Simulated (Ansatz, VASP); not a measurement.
KCaCl3: VASP beside Ansatz

The input INCAR:

```
SYSTEM = KCaCl3
PREC = Accurate
ENCUT = 520
EDIFF = 1E-6
ISMEAR = 0
SIGMA = 0.05
LREAL = .FALSE.
LASPH = .TRUE.
NELM = 60
ALGO = Normal
ISIF = 2
LWAVE = .FALSE.
LCHARG = .FALSE.
GGA = CA
NBANDS = 28
```

Contents of KPOINTS:

```
regular mesh
0
G
  4 4 4
  0 0 0
```

File POSCAR:

```
KCaCl3
1.0
    5.8250048400      0.0000000000      0.0000000000
    0.0000000000      5.8250048400      0.0000000000
    0.0000000000      0.0000000000      5.3935230000
K Ca Cl
1 1 3
Direct
    0.0000000000      0.0000000000      0.0000000000
    0.5000000000      0.5000000000      0.5000000000
    0.0000000000      0.5000000000      0.5000000000
    0.5000000000      0.0000000000      0.5000000000
    0.5000000000      0.5000000000      0.0000000000
```

Input for Ansatz:

```yaml
crystal:
  lattice:
    - [5.82500484, 0.0, 0.0]
    - [0.0, 5.82500484, 0.0]
    - [0.0, 0.0, 5.393523]
  atoms:
    - { symbol: K, position: [0.0, 0.0, 0.0] }
    - { symbol: Ca, position: [0.5, 0.5, 0.5] }
    - { symbol: Cl, position: [0.0, 0.5, 0.5] }
    - { symbol: Cl, position: [0.5, 0.0, 0.5] }
    - { symbol: Cl, position: [0.5, 0.5, 0.0] }
basis:
  ecutwfc: 420
kpoints:
  mp_grid: { grid: [4, 4, 4] }
hamiltonian:
  xc: lda
scf:
  occupations: { method: gaussian, width: 0.05 }
output:
  forces: true
  stress: true
  eigenvalues: true
```

Change from the starting cell: strain +0.080 along x and y, +0.000 along z, atoms carried along.

Alike in both runs: task single point; functional LDA; k mesh 4 × 4 × 4; occupations gaussian, width 0.05 eV; no spin polarisation.

```csv
,VASP,Ansatz
version,VASP 6.6.1,Ansatz 0.2.0
potentials or method,"VASP PAW LDA potentials, release 64 (K_sv, Ca_sv, Cl), cutoff 520 eV","scalar-relativistic, plane waves, PAW"
valence electrons in the cell,40,40
```

Ansatz gave:

```
gap on the k mesh at the Fermi level (eV)                     : 4.02
least direct gap on the mesh (eV)                             : 4.28
pressure (GPa)                                                : -4.3
traceless stress, the component that is largest in VASP (GPa) : 1.16
```

Task: Which values does VASP return?

Result: gap on the k mesh at the Fermi level (eV): 4.02; least direct gap on the mesh (eV): 4.28; pressure (GPa): -4.3; traceless stress, the component that is largest in VASP (GPa): 1.19.

LDA's correlation is that of Perdew and Zunger in VASP and of Perdew and Wang (1992) in Ansatz.
